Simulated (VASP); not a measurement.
Input of a VASP 6.6.1 run:

Contents of INCAR:

```
SYSTEM = CO
  PREC = Accurate
  ENCUT = 520
  EDIFF = 1E-7
  ISMEAR = -1
  SIGMA = 0.05
  LREAL = Auto
  LASPH = .TRUE.
  NELM = 100
  ALGO = Normal
  ISIF = 2
  LWAVE = .FALSE.
  LCHARG = .FALSE.
  GGA = PE
  IVDW = 12
  IBRION = 2
  NSW = 35
  EDIFFG = -0.3
```

File KPOINTS:

```
Automatic mesh
0
G
  1 1 1
  0 0 0
```

POSCAR

```
CO
1.0
    7.7417530000      0.0000000000      0.0000000000
    0.0000000000      7.7417530000      0.0000000000
    0.0000000000      0.0000000000      7.7417530000
O C
10 10
Direct
    0.9993198000      0.2187423000      0.0979147000
    0.1696322000      0.6162265000      0.5027635000
    0.8936312000      0.7418469000      0.1236705000
    0.3698583000      0.0401819000      0.5952890000
    0.7716933000      0.3805922000      0.6758402000
    0.3472079000      0.7684261000      0.0632010000
    0.8739743000      1.0137826000      0.5632980000
    0.4392704000      0.2597219000      0.2075358000
    0.6685045000      0.7247710000      0.5119744000
    0.5713762000      0.5088625000      0.9991060000
    0.9061394000      0.1987423000     -0.0160858000
    0.2006744000      0.6346203000      0.3586220000
    0.8488145000      0.8174633000      0.0038692000
    0.3815705000      0.0519885000      0.4476335000
    0.9117746000      0.4296325000      0.6686993000
    0.2553185000      0.6667034000      0.0058640000
    0.8519397000      0.9348854000      0.6872675000
    0.4611559000      0.1926902000      0.0767441000
    0.6473485000      0.6388613000      0.3925983000
    0.5478108000      0.5132957000      0.8524645000
```

Potentials or basis: VASP PAW PBE potentials, release 64 (O, C).

Launch:

```console
$ cat potpaw_PBE.64/O/POTCAR potpaw_PBE.64/C/POTCAR > POTCAR
$ mpirun -np 1 vasp_gam > vasp.out
```

(1) Estimate the dispersion energy per atom.

(2) Predict the energy gained by relaxing.

Results:

(1) -0.059 eV.

(2) 68.8 meV/atom.

Caveat: the k points lie up to 0.81 Å⁻¹ apart, too coarse for converged energies, forces and pressures.
